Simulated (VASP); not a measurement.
# Mg (Im-3m) in VASP: a series of runs

The runs below take Mg through relaxation of cell and atoms, with PBEsol.

Program: VASP 6.6.1. These are calculated values, not measurements. Logs are shortened: lines on timing, memory, paths and dates and some standing lists are left out, and cuts for length are marked.

### Step 1. The cell of the first run

Symmetry: Im-3m, No. 229, cubic system. Conventional cell: a = 3.310 Å, b = 3.310 Å, c = 3.310 Å, α = 90.00°, β = 90.00°, γ = 90.00°. Mg (site symmetry m-3m) has 14 Mg at 2.87 to 3.31 Å within 3.8 Å.

This isn't the form of Mg at room conditions, which is hcp.

### Step 2. Relaxation of cell and atoms, PBEsol, target pressure 1e-06 GPa, at which the enthalpy is minimised

Input file INCAR:

```
SYSTEM = Mg
ALGO = Fast
EDIFF = 1E-6
EDIFFG = -0.004
ENCUT = 600
GGA = PS
IBRION = 2
ISIF = 3
ISMEAR = 0
LASPH = .TRUE.
LCHARG = .FALSE.
LREAL = .FALSE.
LWAVE = .FALSE.
NELM = 100
NSW = 70
PREC = Accurate
PSTRESS = 9.999999999999999e-06
SIGMA = 0.1
```

Input file KPOINTS:

```
k-points
0
G
  28 28 28
  0 0 0
```

Input file POSCAR:

```
Mg
1.0
   -1.6548597374      1.6548597374      1.6548597374
    1.6548597374     -1.6548597374      1.6548597374
    1.6548597374      1.6548597374     -1.6548597374
Mg
1
Direct
    0.0000000000      0.0000000000      0.0000000000
```

Potentials or basis: VASP PAW PBE potentials, release 64 (Mg).

Run with:

```console
> cat potpaw_PBE.64/Mg/POTCAR > POTCAR
> mpirun -np 1 vasp_std > vasp.out
```

OUTCAR:

```text
SYSTEM = Mg
   EDIFF = 1E-6
   EDIFFG = -0.004
   ENCUT = 600
   GGA = PS
   IBRION = 2
   ISIF = 3
   ISMEAR = 0
   LASPH = .TRUE.
   LREAL = .FALSE.
   NELM = 100
   NSW = 70
   PREC = Accurate
   PSTRESS = 9.999999999999999e-06

 ion  position               nearest neighbor table
   1  0.000  0.000  0.000-

  LATTYP: Found a body centered cubic cell.
 ALAT       =     3.3097194748

  Lattice vectors:

 A1 = (  -1.6548597374,   1.6548597374,   1.6548597374)
 A2 = (   1.6548597374,  -1.6548597374,   1.6548597374)
 A3 = (   1.6548597374,   1.6548597374,  -1.6548597374)

Analysis of symmetry for initial positions (statically):
=====================================================================
 Subroutine PRICEL returns:
 Original cell was already a primitive cell.

 Routine SETGRP: Setting up the symmetry group for a
 body centered cubic supercell.

 Subroutine GETGRP returns: Found 48 space group operations
 (whereof 48 operations were pure point group operations)
 out of a pool of 48 trial point group operations.

The static configuration has the point symmetry O_h .

Analysis of symmetry for dynamics (positions and initial velocities):
=====================================================================
 Subroutine PRICEL returns:
 Original cell was already a primitive cell.

 Routine SETGRP: Setting up the symmetry group for a
 body centered cubic supercell.

 Subroutine GETGRP returns: Found 48 space group operations
 (whereof 48 operations were pure point group operations)
 out of a pool of 48 trial point group operations.

The dynamic configuration has the point symmetry O_h .

 Subroutine INISYM returns: Found 48 space group operations
 (whereof 48 operations are pure point group operations),
 and found     1 'primitive' translations

----------------------------------------------------------------------------------------

                                     Primitive cell

  volume of cell :      18.1277

  direct lattice vectors                    reciprocal lattice vectors
    -1.654859737  1.654859737  1.654859737     0.000000000  0.302140410  0.302140410
     1.654859737 -1.654859737  1.654859737     0.302140410  0.000000000  0.302140410
[... 89 lines left out ...]
   ISIF   =      3    stress and relaxation
   ISYM   =      2    0-nonsym 1-usesym 2-fastsym
   POTIM  = 0.5000    time-step for ionic-motion
   TEBEG  =    0.0;   TEEND  =   0.0 temperature during run
   PSTRESS=    0.0 pullay stress
   NELECT =       2.0000    total number of electrons
   NUPDOWN=      -1.0000    fix difference up-down
   EMIN   =  10.00;   EMAX   =-10.00  energy-range for DOS
   EFERMI =   0.00;   METHOD = LEGACY
   ISMEAR =     0;   SIGMA  =   0.10  broadening in eV -4-tet -1-fermi 0-gaus
   EFERMI_NEDOS =   21; number of points for ismear=-14 and -15
   IALGO  =     68    algorithm
   IMIX   =      4    mixing-type and parameters
     AMIX     =   0.40;   BMIX     =  1.00
     AMIX_MAG =   1.60;   BMIX_MAG =  1.00
  volume/ion in A,a.u.               =      18.13       122.33
  Fermi-wavevector in a.u.,A,eV,Ry     =   0.785182  1.483779  8.388137  0.616511
  Thomas-Fermi vector in A             =   1.889466
   LORBIT       =      0    0 simple, 1 ext, 2 COOP (PROOUT), +10 PAW based schemes
   GGA     = PS    functional components
   LHFCALC =     F    Hartree Fock is set to
   AEXX    =    0.0000 exact exchange contribution
   IVDW    =     0    specifies the selected vdW correction
   LEPSILON=     F    determine dielectric tensor
   LRPA    =     F    only Hartree local field effects (RPA)
 conjugate gradient relaxation of ions
 non-spin polarized calculation
 RMM-DIIS sequential band-by-band and
 Gauss-broadening in eV      SIGMA  =   0.10
  energy-cutoff  :      600.00
  volume of cell :       18.13
 maximum number of plane-waves:       622
   NGX = 11   NGY = 11   NGZ = 11

--------------------------------------- Ionic step        1  -------------------------------------------

 number of electron       2.0000000 magnetization

 Free energy of the ion-electron system (eV)
  ---------------------------------------------------
  ext. energy  EPLUGINS =         0.00000000
  ---------------------------------------------------
  free energy    TOTEN  =        -1.55955486 eV

  energy without entropy =       -1.55787887  energy(sigma->0) =       -1.55871687

------------------------ aborting loop because EDIFF is reached ----------------------------------------

  FORCE on cell =-STRESS in cart. coord.  units (eV):
  Direction    XX          YY          ZZ          XY          YZ          ZX
  --------------------------------------------------------------------------------------
  -------------------------------------------------------------------------------------
  Total        1.3703397      1.3703397      1.3703397      0.0000000      0.0000000     -0.0000000
  in kB      121.1142523    121.1142523    121.1142523      0.0000000      0.0000000     -0.0000000
  external PRESSURE =     121.1142423 kB  Pullay stress =       0.0000100 kB
[... 98 lines left out ...]
--------------------------------------- Ionic step        4  -------------------------------------------

 number of electron       2.0000000 magnetization

 Free energy of the ion-electron system (eV)
  ---------------------------------------------------
  ext. energy  EPLUGINS =         0.00000000
  ---------------------------------------------------
  free energy    TOTEN  =        -1.69620617 eV

  energy without entropy =       -1.69393263  energy(sigma->0) =       -1.69506940

 E-fermi :   2.7530     XC(G=0):  -8.6095

 val. band max:        2.7491232355   @ k =   0.3929   0.1429   0.0000
 cond. band min:       2.7548041496   @ k =   0.2857   0.2500   0.1429
 fundamental gap:      0.0056809141
 Fermi energy:         2.7529998856

 k-point     1 :       0.0000    0.0000    0.0000
  band No.  band energies     occupation
      1      -4.3126      2.00000
      2      15.8834      0.00000
      3      15.8834      0.00000
      4      15.8834      0.00000
      5      17.9322      0.00000
[... 177 lines left out ...]
 k-point    24 :       0.3214    0.0357    0.0000
  band No.  band energies     occupation
      1      -1.5771      2.00000
      2       5.7140      0.00000
      3      11.5631      0.00000
      4      12.6393      0.00000
      5      13.8479      0.00000

 [... further k-points ...]

------------------------ aborting loop because EDIFF is reached ----------------------------------------

  FORCE on cell =-STRESS in cart. coord.  units (eV):
  Direction    XX          YY          ZZ          XY          YZ          ZX
  --------------------------------------------------------------------------------------
  -------------------------------------------------------------------------------------
  Total        0.0038163      0.0038163      0.0038163     -0.0000000     -0.0000000      0.0000000
  in kB        0.2725943      0.2725943      0.2725943     -0.0000000     -0.0000000      0.0000000
  external PRESSURE =       0.2725843 kB  Pullay stress =       0.0000100 kB
[... 20 lines left out ...]
  energy  without entropy=       -1.6939326283  energy(sigma->0) =       -1.69506940

  enthalpy is  TOTEN    =        -1.6962060294 eV   P V=        0.0000001400

 reached required accuracy - stopping structural energy minimisation
```

CONTCAR:

```text
Mg
   1.00000000000000
    -1.7766079820990026    1.7766079820990026    1.7766079820990026
     1.7766079820990026   -1.7766079820990026    1.7766079820990026
     1.7766079820990026    1.7766079820990026   -1.7766079820990026
  Mg
     1
Direct
     0.0000000000000000    0.0000000000000000    0.0000000000000000

  0.00000000E+00  0.00000000E+00  0.00000000E+00
```

Wall time 33 s (1 thread of Intel Xeon 6975P-C (Granite Rapids), shared host); peak memory 0.22 GiB.

What came out:

| Property | Result |
| --- | --- |
| Free energy | -1.6962 eV |
| Relaxed volume | 22.43 Å³/atom |
| Relaxed cell | a = 3.077 Å, b = 3.077 Å, c = 3.077 Å, α = 109.47°, β = 109.47°, γ = 109.47° |
| Space group after relaxing (to 0.1 Å) | Im-3m (No. 229) |
| Energy change on relaxing (the run minimises the enthalpy) | -136.7 meV/atom |
| Ionic steps | 4 |
| Pressure after relaxing | 0.0 GPa |
| Band gap on the k mesh | zero (bands 1 and 2 overlap by 4.82 eV) |

Step by step:
| step | energy change (eV) | largest force (eV/Å) | pressure (GPa) | volume (Å³) |
| --- | --- | --- | --- | --- |
| 1 | 0.0000 | 0.0000 | 12.11 | 18.13 |
| 2 | -0.1354 | 0.0000 | 0.84 | 21.97 |
| 3 | -0.1366 | 0.0000 | -0.12 | 22.52 |
| 4 | -0.1367 | 0.0000 | 0.03 | 22.43 |

Final structure:
```yaml
crystal:
  lattice:
    - [-1.77661, 1.77661, 1.77661]
    - [1.77661, -1.77661, 1.77661]
    - [1.77661, 1.77661, -1.77661]
  atoms:
    - { symbol: Mg, position: [0.00000, 0.00000, 0.00000] }
```

Caveat: the cell is relaxed towards a set pressure, so the run minimises the enthalpy, not the energy; the volume moved by over 15 % at a fixed basis, so the end points are rough; the PAW data sets were made with another functional, which shifts forces and pressure a little.

### Step 3. Relaxation of cell and atoms, PBEsol, target pressure 1e-06 GPa, at which the enthalpy is minimised

This run uses another cell than the first one, of 22.48 Å³/atom.

Input file INCAR:

```
PREC = Accurate
ENCUT = 600
EDIFF = 1E-7
ISMEAR = 0
SIGMA = 0.1
LREAL = F
LASPH = T
NELM = 60
ALGO = Normal
ISIF = 3
LWAVE = F
LCHARG = F
GGA = PS
IBRION = 2
NSW = 70
EDIFFG = -0.004
PSTRESS = 9.999999999999999e-06
```

Input file KPOINTS:

```
Automatic mesh
0
Gamma
  28 28 28
```

Input file POSCAR:

```
Mg
1.0
   -1.7778911114      1.7778911114      1.7778911114
    1.7778911114     -1.7778911114      1.7778911114
    1.7778911114      1.7778911114     -1.7778911114
Mg
1
Direct
    0.0000000000      0.0000000000      0.0000000000
```

Potentials or basis: VASP PAW PBE potentials, release 64 (Mg).

Run with:

```console
> cat potpaw_PBE.64/Mg/POTCAR > POTCAR
> mpirun -np 1 vasp_std > vasp.out
```

Run time: 39 s. Hardware: 1 thread of Intel Xeon 6975P-C (Granite Rapids), shared host; peak memory 0.25 GiB.

Results (log left out):

| Item | Value |
| --- | --- |
| Free energy | -1.6963 eV |
| Relaxed volume | 22.46 Å³/atom |
| Relaxed cell | a = 3.078 Å, b = 3.078 Å, c = 3.078 Å, α = 109.47°, β = 109.47°, γ = 109.47° |
| Space group after relaxing (to 0.1 Å) | Im-3m (No. 229) |
| Energy change on relaxing (the run minimises the enthalpy) | -0.0 meV/atom |
| Ionic steps | 2 |
| Pressure after relaxing | 0.0 GPa |
| Band gap on the k mesh | zero (bands 1 and 2 overlap by 4.82 eV) |

Final structure:
```
Mg
1.0
    -1.77729    1.77729    1.77729
     1.77729   -1.77729    1.77729
     1.77729    1.77729   -1.77729
Mg
1
Direct
  0.00000 0.00000 0.00000
```

Levels at points of the mesh, in eV from the Fermi level:
| k point | band 1 | band 2 | band 3 | band 4 | band 5 |
| --- | --- | --- | --- | --- | --- |
| (0.00, 0.00, 0.00) | -7.06 | 13.12 | 13.12 | 13.12 | 15.17 |
| (0.50, 0.00, 0.00) | -1.54 | -0.93 | 8.67 | 9.47 | 10.32 |
| (0.50, 0.50, 0.50) | 3.89 | 3.89 | 3.89 | 3.99 | 3.99 |

Caveat: the cell is relaxed towards a set pressure, so the run minimises the enthalpy, not the energy; the PAW data sets were made with another functional, which shifts forces and pressure a little.
